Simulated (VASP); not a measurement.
# BN (F-43m) in VASP: further runs

Runs on BN. Level: PBE. Tasks: single point.

Everything below comes from runs of VASP 6.6.1. Logs are shortened: lines on timing, memory, paths and dates and some standing lists are left out, and cuts for length are marked.

### Step 1. The cell of the first run

The structure is cubic, space group F-43m (No. 216). Conventional cell: a = 3.626 Å, b = 3.626 Å, c = 3.626 Å, α = 90.00°, β = 90.00°, γ = 90.00°. B (site symmetry -43m) has 4 N at 1.57 Å within 2.1 Å. N (site symmetry -43m) has 4 B at 1.57 Å within 2.1 Å.

### Step 2. Single point, PBE

Contents of INCAR:

```
  PREC = Accurate
  ENCUT = 520
  EDIFF = 1E-6
  ISMEAR = 0
  SIGMA = 0.05
  LREAL = False
  LASPH = True
  NELM = 60
  ALGO = Normal
  ISIF = 2
  LWAVE = False
  LCHARG = False
  GGA = PE
  NBANDS = 11
```

Contents of KPOINTS:

```
regular mesh
0
Gamma
  14 14 14
```

Contents of POSCAR:

```
BN
1.0
    0.0000000000      1.8130010000      1.8130010000
    1.8130010000      0.0000000000      1.8130010000
    1.8130010000      1.8130010000      0.0000000000
B N
1 1
Direct
    0.0000000000      0.0000000000      0.0000000000
    0.7500000000      0.7500000000      0.7500000000
```

Potentials or basis: VASP PAW PBE potentials, release 64 (B, N).

Run with:

```sh
$ cat potpaw_PBE.64/B/POTCAR potpaw_PBE.64/N/POTCAR > POTCAR
$ mpirun -np 1 vasp_std > vasp.out
```

OUTCAR:

```text
PREC = Accurate
   ENCUT = 520
   EDIFF = 1E-6
   ISMEAR = 0
   LREAL = False
   LASPH = True
   NELM = 60
   ISIF = 2
   GGA = PE

 ion  position               nearest neighbor table
   1  0.000  0.000  0.000-   2 1.57   2 1.57   2 1.57   2 1.57
   2  0.750  0.750  0.750-   1 1.57   1 1.57   1 1.57   1 1.57

  LATTYP: Found a face centered cubic cell.
 ALAT       =     3.6260020000

  Lattice vectors:

 A1 = (   0.0000000000,   1.8130010000,   1.8130010000)
 A2 = (   1.8130010000,   0.0000000000,   1.8130010000)
 A3 = (   1.8130010000,   1.8130010000,   0.0000000000)

Analysis of symmetry for initial positions (statically):
=====================================================================
 Subroutine PRICEL returns:
 Original cell was already a primitive cell.

 Routine SETGRP: Setting up the symmetry group for a
 face centered cubic supercell.

 Subroutine GETGRP returns: Found 24 space group operations
 (whereof 24 operations were pure point group operations)
 out of a pool of 48 trial point group operations.

The static configuration has the point symmetry T_d .

Analysis of symmetry for dynamics (positions and initial velocities):
=====================================================================
 Subroutine PRICEL returns:
 Original cell was already a primitive cell.

 Routine SETGRP: Setting up the symmetry group for a
 face centered cubic supercell.

 Subroutine GETGRP returns: Found 24 space group operations
 (whereof 24 operations were pure point group operations)
 out of a pool of 48 trial point group operations.

The dynamic configuration has the point symmetry T_d .

 Subroutine INISYM returns: Found 24 space group operations
 (whereof 24 operations are pure point group operations),
 and found     1 'primitive' translations

----------------------------------------------------------------------------------------

                                     Primitive cell

  volume of cell :      11.9186

  direct lattice vectors                    reciprocal lattice vectors
     0.000000000  1.813001000  1.813001000    -0.275785838  0.275785838  0.275785838
     1.813001000  0.000000000  1.813001000     0.275785838 -0.275785838  0.275785838
     1.813001000  1.813001000  0.000000000     0.275785838  0.275785838 -0.275785838

  length of vectors
     2.563970603  2.563970603  2.563970603     0.477675083  0.477675083  0.477675083

  position of ions in fractional coordinates (direct lattice)
     0.000000000  0.000000000  0.000000000
[... 81 lines left out ...]
   NSW    =      0    number of steps for IOM
   IBRION =     -1    ionic relax: 0-MD 1-quasi-New 2-CG
   NFREE  =      0    steps in history (QN), initial steepest desc. (CG)
   ISIF   =      2    stress and relaxation
   ISYM   =      2    0-nonsym 1-usesym 2-fastsym
   POTIM  = 0.5000    time-step for ionic-motion
   TEBEG  =    0.0;   TEEND  =   0.0 temperature during run
   PSTRESS=    0.0 pullay stress
   NELECT =       8.0000    total number of electrons
   NUPDOWN=      -1.0000    fix difference up-down
   EMIN   =  10.00;   EMAX   =-10.00  energy-range for DOS
   EFERMI =   0.00;   METHOD = LEGACY
   ISMEAR =     0;   SIGMA  =   0.05  broadening in eV -4-tet -1-fermi 0-gaus
   EFERMI_NEDOS =   21; number of points for ismear=-14 and -15
   IALGO  =     38    algorithm
   IMIX   =      4    mixing-type and parameters
     AMIX     =   0.40;   BMIX     =  1.00
     AMIX_MAG =   1.60;   BMIX_MAG =  1.00
  volume/ion in A,a.u.               =       5.96        40.22
  Fermi-wavevector in a.u.,A,eV,Ry     =   1.433387  2.708709 27.954506  2.054598
  Thomas-Fermi vector in A             =   2.552911
   LORBIT       =      0    0 simple, 1 ext, 2 COOP (PROOUT), +10 PAW based schemes
   GGA     = PE    functional components
   LHFCALC =     F    Hartree Fock is set to
   AEXX    =    0.0000 exact exchange contribution
   IVDW    =     0    specifies the selected vdW correction
   LEPSILON=     F    determine dielectric tensor
   LRPA    =     F    only Hartree local field effects (RPA)
 non-spin polarized calculation
 Gauss-broadening in eV      SIGMA  =   0.05
  energy-cutoff  :      520.00
  volume of cell :       11.92
 maximum number of plane-waves:       332
   NGX =  9   NGY =  9   NGZ =  9

 number of electron       7.9999999 magnetization

 Free energy of the ion-electron system (eV)
  ---------------------------------------------------
  ext. energy  EPLUGINS =         0.00000000
  ---------------------------------------------------
  free energy    TOTEN  =       -17.45103582 eV

  energy without entropy =      -17.45103582  energy(sigma->0) =      -17.45103582

 E-fermi :   7.5225     XC(G=0): -12.7771

 val. band max:        7.2910475144   @ k =   0.0000   0.0000   0.0000
 cond. band min:      11.7406791529   @ k =   0.5000   0.5000   0.0000
 fundamental gap:      4.4496316385
 Fermi energy:         7.5225414786

 k-point     1 :       0.0000    0.0000    0.0000
  band No.  band energies     occupation
      1     -12.8363      2.00000
      2       7.2910      2.00000
      3       7.2910      2.00000
      4       7.2910      2.00000
      5      16.0676      0.00000
      6      16.0676      0.00000
      7      16.0676      0.00000
      8      17.4925      0.00000
      9      31.8724      0.00000
     10      34.9486      0.00000
     11      34.9486      0.00000
[... 309 lines left out ...]
 k-point    24 :       0.2857    0.1429    0.0000
  band No.  band energies     occupation
      1     -11.0849      2.00000
      2       2.2853      2.00000
      3       4.9688      2.00000
      4       5.4443      2.00000
      5      15.4862      0.00000
      6      18.8502      0.00000
      7      19.3661      0.00000
      8      20.0232      0.00000
      9      26.5544      0.00000
     10      33.3995      0.00000
     11      34.5845      0.00000

 [... further k-points ...]
[... 5 lines left out ...]
  --------------------------------------------------------------------------------------
  -------------------------------------------------------------------------------------
  Total       -0.0119793     -0.0119793     -0.0119793     -0.0000000      0.0000000     -0.0000000
  in kB       -1.6103389     -1.6103389     -1.6103389     -0.0000000      0.0000000     -0.0000000
  external PRESSURE =      -1.6103389 kB  Pullay stress =       0.0000000 kB

 VOLUME and BASIS-vectors are now :
 -----------------------------------------------------------------------------
  energy-cutoff  :      520.00
  volume of cell :       11.92
      direct lattice vectors                 reciprocal lattice vectors
     0.000000000  1.813001000  1.813001000    -0.275785838  0.275785838  0.275785838
     1.813001000  0.000000000  1.813001000     0.275785838 -0.275785838  0.275785838
     1.813001000  1.813001000  0.000000000     0.275785838  0.275785838 -0.275785838

 POSITION                                       TOTAL-FORCE (eV/Angst)
 -----------------------------------------------------------------------------------
      0.00000      0.00000      0.00000        -0.000000      0.000000      0.000000
      2.71950      2.71950      2.71950         0.000000     -0.000000     -0.000000
 -----------------------------------------------------------------------------------
    total drift:                               -0.000000     -0.000000     -0.000000

  FREE ENERGIE OF THE ION-ELECTRON SYSTEM (eV)
  ---------------------------------------------------
  free  energy   TOTEN  =       -17.4510358206 eV

  energy  without entropy=      -17.4510358206  energy(sigma->0) =      -17.45103582
```

Run time: 25 s. Hardware: 1 thread of AMD EPYC 7R13, shared host; peak memory 0.1 GiB.

What came out:

```
Free energy            : -17.4510 eV
Pressure               : -0.2 GPa
Band gap on the k mesh : 4.45 eV, indirect (least direct gap 8.78 eV)
```

### Step 3. Single point, PBE

This run uses another cell than the first one, of 6.67 Å³/atom, 1.120 times its volume.

Contents of INCAR:

```
SYSTEM = BN
PREC = Accurate ; ENCUT = 520
EDIFF = 1E-6 ; ISMEAR = 0
SIGMA = 0.05 ; LREAL = .FALSE.
LASPH = .TRUE. ; NELM = 60
ALGO = Normal ; ISIF = 2
LWAVE = .FALSE. ; LCHARG = .FALSE.
GGA = PE ; NBANDS = 11
```

Contents of KPOINTS:

```
regular mesh
0
G
  14 14 14
  0 0 0
```

Contents of POSCAR:

```
BN
1.0
    0.0000000000      1.8827993998      1.8827993998
    1.8827993998      0.0000000000      1.8827993998
    1.8827993998      1.8827993998      0.0000000000
B N
1 1
Direct
    0.0000000000      0.0000000000      0.0000000000
    0.7500000000      0.7500000000      0.7500000000
```

Potentials or basis: VASP PAW PBE potentials, release 64 (B, N).

Run with:

```sh
$ cat potpaw_PBE.64/B/POTCAR potpaw_PBE.64/N/POTCAR > POTCAR
$ mpirun -np 1 vasp_std > vasp.out
```

It took 24 s on 1 thread of AMD EPYC 7R13, shared host; peak memory 0.1 GiB.

The run converged. Its results:

| Item | Value |
| --- | --- |
| Free energy | -17.2847 eV |
| Pressure | -34.4 GPa |
| Band gap on the k mesh | 4.32 eV, indirect (least direct gap 8.24 eV) |

Levels at points of the mesh, in eV from the valence-band top:
| k point | band 1 | band 2 | band 3 | band 4 | band 5 | band 6 | band 7 | band 8 | band 9 |
| --- | --- | --- | --- | --- | --- | --- | --- | --- | --- |
| (0.00, 0.00, 0.00) | -18.91 | 0.00 | 0.00 | 0.00 | 8.24 | 8.24 | 8.24 | 8.43 | 22.53 |
| (0.50, 0.00, 0.00) | -15.25 | -9.62 | -1.72 | -1.72 | 8.60 | 10.03 | 10.03 | 14.00 | 21.82 |
| (0.50, 0.50, 0.00) | -14.05 | -8.16 | -4.33 | -4.33 | 4.32 | 8.53 | 16.11 | 16.11 | 18.84 |

A k mesh can miss the band edges. PBE gaps usually lie below the measured ones, often by a third to a half.

### Step 4. Single point, PBE

Contents of INCAR:

```
SYSTEM = BN
  PREC = Accurate
  ENCUT = 600
  EDIFF = 1E-6
  ISMEAR = 0
  SIGMA = 0.05
  LREAL = .False.
  LASPH = .True.
  NELM = 120
  ALGO = Normal
  ISIF = 2
  LWAVE = .False.
  LCHARG = .True.
  GGA = PE
  LELF = .True.
  LVHAR = .True.
  NBANDS = 11
  NELECT = 7.5
  GGA_COMPAT = .False.
```

Contents of KPOINTS:

```
regular mesh
0
Gamma
  14 14 14
  0 0 0
```

Contents of POSCAR:

```
BN
1.0
    0.0000000000      1.8130010000      1.8130010000
    1.8130010000      0.0000000000      1.8130010000
    1.8130010000      1.8130010000      0.0000000000
B N
1 1
Direct
    0.0000000000      0.0000000000      0.0000000000
    0.7500000000      0.7500000000      0.7500000000
```

Run with:

```sh
$ cat potpaw_PBE.64/B/POTCAR potpaw_PBE.64/N/POTCAR > POTCAR
$ mpirun -np 1 vasp_std > vasp.out
```

Run time: 32 s. Hardware: 1 thread of AMD EPYC 7R13, shared host; peak memory 0.1 GiB.

The run converged. Its results:

```yaml
Free_energy: -20.4589 eV
```

Levels at points of the mesh, in eV from the Fermi level:
| k point | band 1 | band 2 | band 3 | band 4 | band 5 | band 6 | band 7 | band 8 | band 9 |
| --- | --- | --- | --- | --- | --- | --- | --- | --- | --- |
| (0.00, 0.00, 0.00) | -18.13 | 1.60 | 1.60 | 1.60 | 10.98 | 10.98 | 10.98 | 12.23 | 27.12 |
| (0.50, 0.00, 0.00) | -14.14 | -8.48 | -0.21 | -0.21 | 12.14 | 12.85 | 12.85 | 17.19 | 25.74 |
| (0.50, 0.50, 0.00) | -12.84 | -6.84 | -2.99 | -2.99 | 6.88 | 11.54 | 19.61 | 19.61 | 22.49 |

Caveat: the cell carries a net charge on a neutralising background, which shifts energy and pressure; the cell is charged against a uniform background, so pressure and absolute levels hang on convention.
